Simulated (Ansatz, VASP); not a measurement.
Cu in VASP and in Ansatz

INCAR

```
SYSTEM = Cu
PREC = Accurate
ENCUT = 700
EDIFF = 1E-6
ISMEAR = 0
SIGMA = 0.1
LREAL = .False.
LASPH = .True.
NELM = 120
ALGO = Normal
ISIF = 2
LWAVE = .False.
LCHARG = .False.
GGA = PS
NBANDS = 16
GGA_COMPAT = .False.
```

The input KPOINTS:

```
regular mesh
0
Gamma
  20 20 20
  0 0 0
```

File POSCAR:

```
Cu
1.0
    0.0000000000      1.7453148970      1.7453148970
    1.7453148970      0.0000000000      1.7453148970
    1.7453148970      1.7453148970      0.0000000000
Cu
1
Direct
    0.0000000000      0.0000000000      0.0000000000
```

Input for Ansatz:

```yaml
crystal:
  lattice:
    - [0.0, 1.7453148967, 1.7453148967]
    - [1.7453148967, 0.0, 1.7453148967]
    - [1.7453148967, 1.7453148967, 0.0]
  atoms:
    - { symbol: Cu, position: [0.0, 0.0, 0.0] }
basis:
  ecutwfc: 420
kpoints:
  mp_grid: { grid: [20, 20, 20] }
hamiltonian:
  xc: pbesol
scf:
  occupations: { method: gaussian, width: 0.1 }
output:
  forces: true
  stress: true
  eigenvalues: true
```

Alike in both runs: task single point; functional PBEsol; k mesh 20 × 20 × 20; occupations gaussian, width 0.1 eV; no spin polarisation.

|  | VASP | Ansatz |
| --- | --- | --- |
| version | VASP 6.6.1 | Ansatz 0.2.0 |
| potentials or method | VASP PAW PBE potentials, release 64 (Cu_sv_GW), cutoff 700 eV | scalar-relativistic, plane waves, PAW |
| valence electrons in the cell | 19 | 19 |

```csv
,VASP,Ansatz,Ansatz less VASP
gap on the k mesh at the Fermi level (eV),none,none,-
pressure (GPa),7.5,12.2,+4.70
```

VASP's potentials were made for PBE, not for PBEsol. A gap of «none» marks a metal or a gap that the smearing closes. One of these differences is far larger than is usual between the two programs; its cause wasn't traced.
